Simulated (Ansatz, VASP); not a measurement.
Two plane-wave programs on Ir

```
Ir
1.0
    -0.05240    1.90540    1.90540
     1.85301    0.00000    1.85301
     1.90540    1.90540   -0.05240
Ir
1
Direct
  0.00000 0.00000 0.00000
```

Change from the starting cell: engineering shear strain xz -0.0550, engineering shear strain yz +0.0000.

Alike in both runs: task single point; functional LDA; k mesh 20 × 20 × 20; occupations gaussian, width 0.15 eV; no spin polarisation.

|  | VASP | Ansatz |
| --- | --- | --- |
| version | VASP 6.6.1 | Ansatz 0.2.0 |
| potentials or method | VASP PAW LDA potentials, release 64 (Ir_sv_GW), cutoff 560 eV | scalar-relativistic, plane waves, PAW |
| valence electrons in the cell | 17 | 17 |

|  | VASP | Ansatz | Ansatz less VASP |
| --- | --- | --- | --- |
| gap on the k mesh at the Fermi level (eV) | none | none | - |
| pressure (GPa) | 1.3 | 1.7 | +0.35 |
| traceless stress, the component that is largest in VASP (GPa) | 16.75 | 16.71 | -0.045 |

LDA's correlation is that of Perdew and Zunger in VASP and of Perdew and Wang (1992) in Ansatz. A gap of «none» marks a metal or a gap that the smearing closes.

Spin-orbit coupling is off throughout.
